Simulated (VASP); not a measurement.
# Mg3ZnS4 (Cmmm) in VASP: relaxation of cell and atoms with PBE

Aim: the relaxation of cell and atoms of Mg3ZnS4 with PBE.

Program: VASP 6.6.1. These are calculated values, not measurements. Logs are shortened: lines on timing, memory, paths and dates and some standing lists are left out, and cuts for length are marked.

## Step 1: The cell of the first run

It takes space group Cmmm (No. 65, orthorhombic). The conventional cell has a = 7.361 Å, b = 10.401 Å, c = 3.688 Å, α = 90.00°, β = 90.00°, γ = 90.00°. Within 3.4 Å of Mg (site symmetry 2/m) lie 6 S at 2.60 to 2.61 Å. Within 3.5 Å of Mg (site symmetry mmm) lie 6 S at 2.62 to 2.63 Å. Zn (site symmetry mmm) has 6 S at 2.58 Å within 3.4 Å. Within 3.4 Å of S (site symmetry 2mm) lie 2 Zn at 2.58 Å and 4 Mg at 2.60 to 2.63 Å. Within 3.4 Å of S (site symmetry m2m) lie 1 Zn at 2.58 Å and 5 Mg at 2.61 to 2.62 Å.

## Step 2: Relaxation of cell and atoms, PBE

File INCAR:

```
  PREC = Accurate
  ENCUT = 600
  EDIFF = 1E-7
  ISMEAR = 0
  SIGMA = 0.1
  LREAL = False
  LASPH = True
  NELM = 120
  ALGO = Normal
  ISIF = 3
  LWAVE = False
  LCHARG = False
  GGA = PE
  IBRION = 2
  NSW = 90
  EDIFFG = -0.04
  GGA_COMPAT = False
  NELMIN = 4
```

File KPOINTS:

```
regular mesh
0
Gamma
  4 4 6
```

File POSCAR:

```
Mg3ZnS4
1.0
    3.6807068504     -5.2006488785      0.0000000000
    3.6807068504      5.2006488785      0.0000000000
    0.0000000000      0.0000000000      3.6879509424
Mg Zn S
3 1 4
Direct
    0.0000000000      0.5000000000      0.0000000000
    0.5000000000      0.0000000000      0.0000000000
    0.5000000000      0.5000000000      0.5000000000
    0.0000000000      0.0000000000      0.5000000000
    0.7539746137      0.7539746137      0.0000000000
    0.7516660769      0.2483339231      0.5000000000
    0.2460253863      0.2460253863      0.0000000000
    0.2483339231      0.7516660769      0.5000000000
```

Potentials or basis: VASP PAW PBE potentials, release 64 (Mg, Zn, S).

Command:

```bash
> cat potpaw_PBE.64/Mg/POTCAR potpaw_PBE.64/Zn/POTCAR potpaw_PBE.64/S/POTCAR > POTCAR
> mpirun -np 1 vasp_std > vasp.out
```

OUTCAR:

```text
PREC = Accurate
   ENCUT = 600
   EDIFF = 1E-7
   ISMEAR = 0
   LREAL = False
   LASPH = True
   NELM = 120
   ISIF = 3
   GGA = PE
   IBRION = 2
   NSW = 90
   EDIFFG = -0.04
   NELMIN = 4

 ion  position               nearest neighbor table
   1  0.000  0.500  0.000-   5 2.60   7 2.60   6 2.61   8 2.61   6 2.61   8 2.61
   2  0.500  0.000  0.000-   5 2.60   7 2.60   6 2.61   8 2.61   6 2.61   8 2.61
   3  0.500  0.500  0.500-   6 2.62   8 2.62   7 2.63   5 2.63   5 2.63   7 2.63
   4  0.000  0.000  0.500-   6 2.58   8 2.58   7 2.58   5 2.58   5 2.58   7 2.58
   5  0.754  0.754  0.000-   4 2.58   4 2.58   1 2.60   2 2.60   3 2.63   3 2.63
   6  0.752  0.248  0.500-   4 2.58   2 2.61   1 2.61   1 2.61   2 2.61   3 2.62
   7  0.246  0.246  0.000-   4 2.58   4 2.58   1 2.60   2 2.60   3 2.63   3 2.63
   8  0.248  0.752  0.500-   4 2.58   2 2.61   1 2.61   1 2.61   2 2.61   3 2.62

  LATTYP: Found a base centered orthorhombic cell.
 ALAT       =     7.3614137008
 B/A-ratio  =     1.4129484063
 C/A-ratio  =     0.5009840626

  Lattice vectors:

 A1 = (   3.6807068504,  -5.2006488785,   0.0000000000)
 A2 = (   3.6807068504,   5.2006488785,   0.0000000000)
 A3 = (   0.0000000000,   0.0000000000,   3.6879509424)

Analysis of symmetry for initial positions (statically):
=====================================================================
 Subroutine PRICEL returns:
 Original cell was already a primitive cell.

 Routine SETGRP: Setting up the symmetry group for a
 base centered orthorhombic supercell.

 Subroutine GETGRP returns: Found  8 space group operations
 (whereof  8 operations were pure point group operations)
 out of a pool of  8 trial point group operations.

The static configuration has the point symmetry D_2h.

Analysis of symmetry for dynamics (positions and initial velocities):
=====================================================================
 Subroutine PRICEL returns:
 Original cell was already a primitive cell.

 Routine SETGRP: Setting up the symmetry group for a
 base centered orthorhombic supercell.

 Subroutine GETGRP returns: Found  8 space group operations
 (whereof  8 operations were pure point group operations)
 out of a pool of  8 trial point group operations.

The dynamic configuration has the point symmetry D_2h.

 Subroutine INISYM returns: Found  8 space group operations
 (whereof  8 operations are pure point group operations),
 and found     1 'primitive' translations

----------------------------------------------------------------------------------------

                                     Primitive cell

  volume of cell :     141.1900

  direct lattice vectors                    reciprocal lattice vectors
     3.680706850 -5.200648879  0.000000000     0.135843473 -0.096141849  0.000000000
     3.680706850  5.200648879  0.000000000     0.135843473  0.096141849  0.000000000
     0.000000000  0.000000000  3.687950942     0.000000000  0.000000000  0.271153281

  length of vectors
     6.371369686  6.371369686  3.687950942     0.166423268  0.166423268  0.271153281

  position of ions in fractional coordinates (direct lattice)
     1.000000000  0.500000000  0.000000000
     0.500000000  1.000000000  0.000000000
     0.500000000  0.500000000  0.500000000
     0.000000000  0.000000000  0.500000000
     0.753974614  0.753974614  0.000000000
     0.751666077  0.248333923  0.500000000
     0.246025386  0.246025386  0.000000000
     0.248333923  0.751666077  0.500000000

  ion indices of the primitive-cell ions
   primitive index   ion index
                 1           1
                 2           2
                 3           3
                 4           4
[... 87 lines left out ...]
   NELECT =      42.0000    total number of electrons
   NUPDOWN=      -1.0000    fix difference up-down
   EMIN   =  10.00;   EMAX   =-10.00  energy-range for DOS
   EFERMI =   0.00;   METHOD = LEGACY
   ISMEAR =     0;   SIGMA  =   0.10  broadening in eV -4-tet -1-fermi 0-gaus
   EFERMI_NEDOS =   21; number of points for ismear=-14 and -15
   IALGO  =     38    algorithm
   IMIX   =      4    mixing-type and parameters
     AMIX     =   0.40;   BMIX     =  1.00
     AMIX_MAG =   1.60;   BMIX_MAG =  1.00
  volume/ion in A,a.u.               =      17.65       119.10
  Fermi-wavevector in a.u.,A,eV,Ry     =   1.092840  2.065168 16.249432  1.194300
  Thomas-Fermi vector in A             =   2.229114
   LORBIT       =      0    0 simple, 1 ext, 2 COOP (PROOUT), +10 PAW based schemes
   GGA     = PE    functional components
   LHFCALC =     F    Hartree Fock is set to
   AEXX    =    0.0000 exact exchange contribution
   IVDW    =     0    specifies the selected vdW correction
   LEPSILON=     F    determine dielectric tensor
   LRPA    =     F    only Hartree local field effects (RPA)
 conjugate gradient relaxation of ions
 non-spin polarized calculation
 Gauss-broadening in eV      SIGMA  =   0.10
  energy-cutoff  :      600.00
  volume of cell :      141.19
 maximum number of plane-waves:      4737
 NGX is ok and might be reduce to    54
   NGX = 25   NGY = 25   NGZ = 15

--------------------------------------- Ionic step        1  -------------------------------------------

 number of electron      42.0000010 magnetization

 Free energy of the ion-electron system (eV)
  ---------------------------------------------------
  ext. energy  EPLUGINS =         0.00000000
  ---------------------------------------------------
  free energy    TOTEN  =       -31.64434822 eV

  energy without entropy =      -31.64434822  energy(sigma->0) =      -31.64434822

------------------------ aborting loop because EDIFF is reached ----------------------------------------

  FORCE on cell =-STRESS in cart. coord.  units (eV):
  Direction    XX          YY          ZZ          XY          YZ          ZX
  --------------------------------------------------------------------------------------
  -------------------------------------------------------------------------------------
  Total       -0.4188408     -0.2757104     -0.4710612      0.0000000      0.0000000      0.0000000
  in kB       -4.7528668     -3.1286710     -5.3454471      0.0000000      0.0000000      0.0000000
  external PRESSURE =      -4.4089950 kB  Pullay stress =       0.0000000 kB

 VOLUME and BASIS-vectors are now :
 -----------------------------------------------------------------------------
  energy-cutoff  :      600.00
  volume of cell :      141.19
      direct lattice vectors                 reciprocal lattice vectors
     3.680706850 -5.200648879  0.000000000     0.135843473 -0.096141849  0.000000000
     3.680706850  5.200648879  0.000000000     0.135843473  0.096141849  0.000000000
     0.000000000  0.000000000  3.687950942     0.000000000  0.000000000  0.271153281

 POSITION                                       TOTAL-FORCE (eV/Angst)
 -----------------------------------------------------------------------------------
      1.84035      2.60032      0.00000         0.000000     -0.000000     -0.000000
      1.84035     -2.60032      0.00000         0.000000     -0.000000     -0.000000
      3.68071      0.00000      1.84398         0.000000     -0.000000     -0.000000
      0.00000      0.00000      1.84398         0.000000     -0.000000     -0.000000
      5.55032      0.00000      0.00000         0.026848     -0.000000      0.000000
      3.68071     -2.61765      1.84398         0.000000     -0.004681     -0.000000
      1.81109      0.00000      0.00000        -0.026848     -0.000000     -0.000000
      3.68071      2.61765      1.84398         0.000000      0.004681      0.000000
 -----------------------------------------------------------------------------------
    total drift:                                0.000000      0.000000     -0.000000

  FREE ENERGIE OF THE ION-ELECTRON SYSTEM (eV)
  ---------------------------------------------------
  free  energy   TOTEN  =       -31.6443482163 eV

  energy  without entropy=      -31.6443482163  energy(sigma->0) =      -31.64434822

--------------------------------------- Ionic step        2  -------------------------------------------

 number of electron      42.0000011 magnetization

 Free energy of the ion-electron system (eV)
  ---------------------------------------------------
  ext. energy  EPLUGINS =         0.00000000
  ---------------------------------------------------
  free energy    TOTEN  =       -31.64559558 eV

  energy without entropy =      -31.64559558  energy(sigma->0) =      -31.64559558

 E-fermi :   4.0425     XC(G=0):  -9.9112

 val. band max:        3.5949970801   @ k =   0.2500   0.2500   0.0000
 cond. band min:       4.8380028394   @ k =   0.5000   0.5000   0.5000
 fundamental gap:      1.2430057593
 Fermi energy:         4.0424901696

 k-point     1 :       0.0000    0.0000    0.0000
  band No.  band energies     occupation
      1      -9.2185      2.00000
      2      -7.8576      2.00000
      3      -7.8329      2.00000
      4      -7.5312      2.00000
      5      -2.3925      2.00000
      6      -2.3529      2.00000
[... 685 lines left out ...]
     25       8.0901      0.00000
     26      10.2768      0.00000

 [... further k-points ...]
[... 5 lines left out ...]
  --------------------------------------------------------------------------------------
  -------------------------------------------------------------------------------------
  Total        0.0666966      0.1544931      0.0447366     -0.0000000      0.0000000      0.0000000
  in kB        0.7621957      1.7655182      0.5112419     -0.0000000      0.0000000      0.0000000
  external PRESSURE =       1.0129853 kB  Pullay stress =       0.0000000 kB

 VOLUME and BASIS-vectors are now :
 -----------------------------------------------------------------------------
  energy-cutoff  :      600.00
  volume of cell :      140.20
      direct lattice vectors                 reciprocal lattice vectors
     3.671410309 -5.192002147  0.000000000     0.136187448 -0.096301963  0.000000000
     3.671410309  5.192002147  0.000000000     0.136187448  0.096301963  0.000000000
     0.000000000  0.000000000  3.677474745     0.000000000  0.000000000  0.271925729

 POSITION                                       TOTAL-FORCE (eV/Angst)
 -----------------------------------------------------------------------------------
      1.83571      2.59600      3.67747        -0.000000     -0.000000      0.000000
      1.83571     -2.59600      3.67747        -0.000000     -0.000000      0.000000
      3.67141      0.00000      1.83874        -0.000000     -0.000000      0.000000
      0.00000     -0.00000      1.83874        -0.000000     -0.000000      0.000000
      5.53759      0.00000      0.00000         0.017753     -0.000000      0.000000
      3.67141     -2.61353      1.83874        -0.000000      0.004575      0.000000
      1.80523      0.00000      3.67747        -0.017753     -0.000000     -0.000000
      3.67141      2.61353      1.83874        -0.000000     -0.004575     -0.000000
 -----------------------------------------------------------------------------------
    total drift:                                0.000000      0.000000      0.000000

  FREE ENERGIE OF THE ION-ELECTRON SYSTEM (eV)
  ---------------------------------------------------
  free  energy   TOTEN  =       -31.6455955843 eV

  energy  without entropy=      -31.6455955843  energy(sigma->0) =      -31.64559558

 reached required accuracy - stopping structural energy minimisation
```

It took 6.7 min on 1 thread of Oxide Virtual Turin-like, shared host; peak memory 0.34 GiB.

Results:

| Property | Result |
| --- | --- |
| Free energy | -31.6456 eV |
| Relaxed volume | 17.52 Å³/atom |
| Relaxed cell | a = 6.359 Å, b = 6.359 Å, c = 3.677 Å, α = 90.00°, β = 90.00°, γ = 109.47° |
| Space group after relaxing (to 0.1 Å) | Cmmm (No. 65) |
| Energy gained by relaxing | 0.2 meV/atom |
| Ionic steps | 2 |
| Pressure after relaxing | 0.1 GPa |
| Largest force after relaxing | 0.018 eV/Å |
| Band gap on the k mesh | 1.24 eV (least direct gap 1.41 eV) |

Forces on the atoms (eV/Å):
```
Mg   0.000  0.000  0.000
Mg   0.000  0.000  0.000
Mg   0.000  0.000  0.000
Zn   0.000  0.000  0.000
S    0.018  0.000  0.000
S    0.000  0.005  0.000
S   -0.018  0.000  0.000
S    0.000 -0.005  0.000
```

Step by step:
```
step  energy change (eV)  largest force (eV/Å)  pressure (GPa)  volume (Å³)
   1              0.0000                0.0268           -0.44       141.19
   2             -0.0012                0.0178            0.10       140.20
```

Final structure:
```xyz
8
Lattice="3.6714 -5.1920 0.0000 3.6714 5.1920 0.0000 0.0000 0.0000 3.6775" Properties=species:S:1:pos:R:3 pbc="T T T"
Mg    1.8357    2.5960    3.6775
Mg    1.8357   -2.5960    3.6775
Mg    3.6714    0.0000    1.8387
Zn    0.0000    0.0000    1.8387
S     5.5376    0.0000    0.0000
S     3.6714   -2.6135    1.8387
S     1.8052    0.0000    3.6775
S     3.6714    2.6135    1.8387
```
